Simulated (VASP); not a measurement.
# AlB3As4 (Amm2) in VASP: single point with PBE

Aim: the single point of AlB3As4 with PBE.

Program: VASP 6.6.1. These are calculated values, not measurements. Logs are shortened: lines on timing, memory, paths and dates and some standing lists are left out, and cuts for length are marked.

## (1) The cell of the first run

The structure is orthorhombic, space group Amm2 (No. 38). Conventional cell: a = 3.621 Å, b = 7.241 Å, c = 10.241 Å, α = 90.00°, β = 90.00°, γ = 90.00°. Within 2.9 Å of Al (site symmetry mm2) lie 4 As at 2.22 Å. Within 2.9 Å of B (site symmetry m) lie 4 As at 2.22 Å. B (site symmetry mm2) has 4 As at 2.22 Å within 2.9 Å. As (site symmetry mm2) has 4 B at 2.22 Å within 2.9 Å. As (site symmetry mm2) has 2 Al at 2.22 Å and 2 B at 2.22 Å within 2.9 Å. As (site symmetry m) has 3 B at 2.22 Å and 1 Al at 2.22 Å within 2.9 Å.

## (2) Single point, PBE

Contents of INCAR:

```
  PREC = Accurate
  ENCUT = 520
  EDIFF = 1E-6
  ISMEAR = 0
  SIGMA = 0.1
  LREAL = F
  LASPH = T
  NELM = 80
  ALGO = Normal
  ISIF = 2
  LWAVE = F
  LCHARG = F
  GGA = PE
  NBANDS = 26
```

Contents of KPOINTS:

```
regular mesh
0
Gamma
  6 4 4
```

Contents of POSCAR:

```
AlB3As4
1.0
    3.6207177200      0.0000000000      0.0000000000
    0.0000000000      3.6207177200      5.1204681100
    0.0000000000     -3.6207177200      5.1204681100
Al B As
1 3 4
Direct
    0.5000000000      0.0000000000      0.0000000000
    0.0000000000      0.5000000000      0.0000000000
    0.0000000000      0.0000000000      0.5000000000
    0.5000000000      0.5000000000      0.5000000000
    0.0000000000      0.6250000000      0.6250000000
    0.0000000000      0.1250000000      0.1250000000
    0.5000000000      0.1250000000      0.6250000000
    0.5000000000      0.6250000000      0.1250000000
```

Potentials or basis: VASP PAW PBE potentials, release 64 (Al, B, As).

Launch:

```
cat potpaw_PBE.64/Al/POTCAR potpaw_PBE.64/B/POTCAR potpaw_PBE.64/As/POTCAR > POTCAR
mpirun -np 1 vasp_std > vasp.out
```

OUTCAR:

```text
PREC = Accurate
   ENCUT = 520
   EDIFF = 1E-6
   ISMEAR = 0
   LREAL = F
   LASPH = T
   NELM = 80
   ISIF = 2
   GGA = PE

 ion  position               nearest neighbor table
   1  0.500  0.000  0.000-   7 2.22   8 2.22   6 2.22   6 2.22
   2  0.000  0.500  0.000-   5 2.22   6 2.22   8 2.22   8 2.22
   3  0.000  0.000  0.500-   5 2.22   6 2.22   7 2.22   7 2.22
   4  0.500  0.500  0.500-   7 2.22   8 2.22   5 2.22   5 2.22
   5  0.000  0.625  0.625-   2 2.22   3 2.22   4 2.22   4 2.22
   6  0.000  0.125  0.125-   2 2.22   3 2.22   1 2.22   1 2.22
   7  0.500  0.125  0.625-   1 2.22   4 2.22   3 2.22   3 2.22
   8  0.500  0.625  0.125-   1 2.22   4 2.22   2 2.22   2 2.22

  LATTYP: Found a base centered orthorhombic cell.
 ALAT       =     7.2414354400
 B/A-ratio  =     1.4142135637
 C/A-ratio  =     0.5000000000

  Lattice vectors:

 A1 = (   0.0000000000,   3.6207177200,  -5.1204681100)
 A2 = (   0.0000000000,   3.6207177200,   5.1204681100)
 A3 = (   3.6207177200,   0.0000000000,   0.0000000000)

Analysis of symmetry for initial positions (statically):
=====================================================================
 Subroutine PRICEL returns:
 Original cell was already a primitive cell.

 Routine SETGRP: Setting up the symmetry group for a
 base centered orthorhombic supercell.

 Subroutine GETGRP returns: Found  4 space group operations
 (whereof  4 operations were pure point group operations)
 out of a pool of  8 trial point group operations.

The static configuration has the point symmetry C_2v.

Analysis of symmetry for dynamics (positions and initial velocities):
=====================================================================
 Subroutine PRICEL returns:
 Original cell was already a primitive cell.

 Routine SETGRP: Setting up the symmetry group for a
 base centered orthorhombic supercell.

 Subroutine GETGRP returns: Found  4 space group operations
 (whereof  4 operations were pure point group operations)
 out of a pool of  8 trial point group operations.

The dynamic configuration has the point symmetry C_2v.

 Subroutine INISYM returns: Found  4 space group operations
 (whereof  4 operations are pure point group operations),
[... 108 lines left out ...]
   EDIFF  = 0.1E-05   stopping-criterion for ELM
   LREAL  =      F    real-space projection
   EDIFFG = 0.1E-04   stopping-criterion for IOM
   NSW    =      0    number of steps for IOM
   IBRION =     -1    ionic relax: 0-MD 1-quasi-New 2-CG
   NFREE  =      0    steps in history (QN), initial steepest desc. (CG)
   ISIF   =      2    stress and relaxation
   ISYM   =      2    0-nonsym 1-usesym 2-fastsym
   POTIM  = 0.5000    time-step for ionic-motion
   TEBEG  =    0.0;   TEEND  =   0.0 temperature during run
   PSTRESS=    0.0 pullay stress
   NELECT =      32.0000    total number of electrons
   NUPDOWN=      -1.0000    fix difference up-down
   EMIN   =  10.00;   EMAX   =-10.00  energy-range for DOS
   EFERMI =   0.00;   METHOD = LEGACY
   ISMEAR =     0;   SIGMA  =   0.10  broadening in eV -4-tet -1-fermi 0-gaus
   EFERMI_NEDOS =   21; number of points for ismear=-14 and -15
   IALGO  =     38    algorithm
   IMIX   =      4    mixing-type and parameters
     AMIX     =   0.40;   BMIX     =  1.00
     AMIX_MAG =   1.60;   BMIX_MAG =  1.00
  volume/ion in A,a.u.               =      16.78       113.25
  Fermi-wavevector in a.u.,A,eV,Ry     =   1.015037  1.918142 14.018081  1.030300
  Thomas-Fermi vector in A             =   2.148299
   LORBIT       =      0    0 simple, 1 ext, 2 COOP (PROOUT), +10 PAW based schemes
   GGA     = PE    functional components
   LHFCALC =     F    Hartree Fock is set to
   AEXX    =    0.0000 exact exchange contribution
   IVDW    =     0    specifies the selected vdW correction
   LEPSILON=     F    determine dielectric tensor
   LRPA    =     F    only Hartree local field effects (RPA)
 non-spin polarized calculation
 Gauss-broadening in eV      SIGMA  =   0.10
  energy-cutoff  :      520.00
  volume of cell :      134.25
 maximum number of plane-waves:      3648
 NGX is ok and might be reduce to    28
   NGX = 13   NGY = 23   NGZ = 23

 number of electron      31.9999997 magnetization

 Free energy of the ion-electron system (eV)
  ---------------------------------------------------
  ext. energy  EPLUGINS =         0.00000000
  ---------------------------------------------------
  free energy    TOTEN  =       -40.87363788 eV

  energy without entropy =      -40.87363788  energy(sigma->0) =      -40.87363788

 E-fermi :   5.2531     XC(G=0):  -9.8495

 val. band max:        4.8330530727   @ k =   0.0000   0.0000   0.0000
 cond. band min:       5.8621922411   @ k =   0.5000   0.5000   0.5000
 fundamental gap:      1.0291391684
 Fermi energy:         5.2530630608

 k-point     1 :       0.0000    0.0000    0.0000
  band No.  band energies     occupation
      1      -8.9934      2.00000
      2      -6.8231      2.00000
      3      -6.7835      2.00000
      4      -5.8380      2.00000
      5      -2.7549      2.00000
      6      -2.7306      2.00000
[... 685 lines left out ...]
     25      11.0878      0.00000
     26      11.3095      0.00000

 [... further k-points ...]

------------------------ aborting loop because EDIFF is reached ----------------------------------------

  FORCE on cell =-STRESS in cart. coord.  units (eV):
  Direction    XX          YY          ZZ          XY          YZ          ZX
  --------------------------------------------------------------------------------------
  -------------------------------------------------------------------------------------
  Total        0.0904105      0.1853259     -0.2693447      0.0000000      0.0000000      0.0000000
  in kB        1.0789481      2.2116571     -3.2143268      0.0000000      0.0000000      0.0000000
  external PRESSURE =       0.0254261 kB  Pullay stress =       0.0000000 kB

 VOLUME and BASIS-vectors are now :
 -----------------------------------------------------------------------------
  energy-cutoff  :      520.00
  volume of cell :      134.25
      direct lattice vectors                 reciprocal lattice vectors
     3.620717720  0.000000000  0.000000000     0.276188335  0.000000000  0.000000000
     0.000000000  3.620717720  5.120468110     0.000000000  0.138094168  0.097647322
     0.000000000 -3.620717720  5.120468110     0.000000000 -0.138094168  0.097647322

 POSITION                                       TOTAL-FORCE (eV/Angst)
 -----------------------------------------------------------------------------------
      1.81036      0.00000      0.00000         0.000000     -0.000000      0.344698
      0.00000      1.81036      2.56023         0.000000     -0.164118     -0.010299
      0.00000     -1.81036      2.56023         0.000000      0.164118     -0.010299
      1.81036      0.00000      5.12047         0.000000     -0.000000     -0.139774
      0.00000      0.00000      6.40059         0.000000     -0.000000     -0.011550
      0.00000      0.00000      1.28012         0.000000     -0.000000      4.315508
      1.81036     -1.81036      3.84035         0.000000      3.175859     -2.244142
      1.81036      1.81036      3.84035         0.000000     -3.175859     -2.244142
 -----------------------------------------------------------------------------------
    total drift:                                0.000000      0.000000     -0.000060

  FREE ENERGIE OF THE ION-ELECTRON SYSTEM (eV)
  ---------------------------------------------------
  free  energy   TOTEN  =       -40.8736378779 eV

  energy  without entropy=      -40.8736378779  energy(sigma->0) =      -40.87363788
```

stdout:

```text
POSCAR found type information on POSCAR AlB As
 POSCAR found :  3 types and       8 ions
 scaLAPACK will be used
 LDA part: xc-table for (Slater+PW92), standard interpolation
 POSCAR, INCAR and KPOINTS ok, starting setup
 FFT: planning ... GRIDC
 FFT: planning ... GRID_SOFT
 FFT: planning ... GRID
 WAVECAR not read
 entering main loop
```

It took 51 s on 1 thread of AMD EPYC 9R45 (Zen 5), shared host; peak memory 0.25 GiB.

What came out:

```yaml
Free_energy: -40.8736 eV
Pressure: 0.0 GPa
Largest_force: 4.316 eV/Å
Band_gap_on_the_k_mesh: 1.03 eV (least direct gap 1.25 eV)
```

Forces on the atoms (eV/Å):
```
Al   0.000  0.000  0.345
B    0.000 -0.164 -0.010
B    0.000  0.164 -0.010
B    0.000  0.000 -0.140
As   0.000  0.000 -0.012
As   0.000  0.000  4.316
As   0.000  3.176 -2.244
As   0.000 -3.176 -2.244
```

Levels at points of the mesh, in eV from the valence-band top:
```
           k point  band 14  band 15  band 16  band 17  band 18  band 19
(0.00, 0.00, 0.00)    -0.16    -0.07     0.00     1.25     1.46     1.54
(0.50, 0.00, 0.00)    -4.10    -1.70    -1.44     2.88     3.02     4.45
(0.00, 0.50, 0.00)    -1.06    -0.81    -0.71     1.90     1.95     2.20
(0.50, 0.50, 0.00)    -2.64    -2.56    -2.31     1.65     2.19     2.20
(0.00, 0.50, 0.50)    -2.02    -1.70    -1.32     1.57     1.68     2.87
(0.50, 0.50, 0.50)    -1.52    -1.39    -1.36     1.03     1.17     1.42
```

Caveat: forces of over 1 eV/Å act on the atoms, so gaps and moduli don't describe the material at rest. A k mesh can miss the band edges.
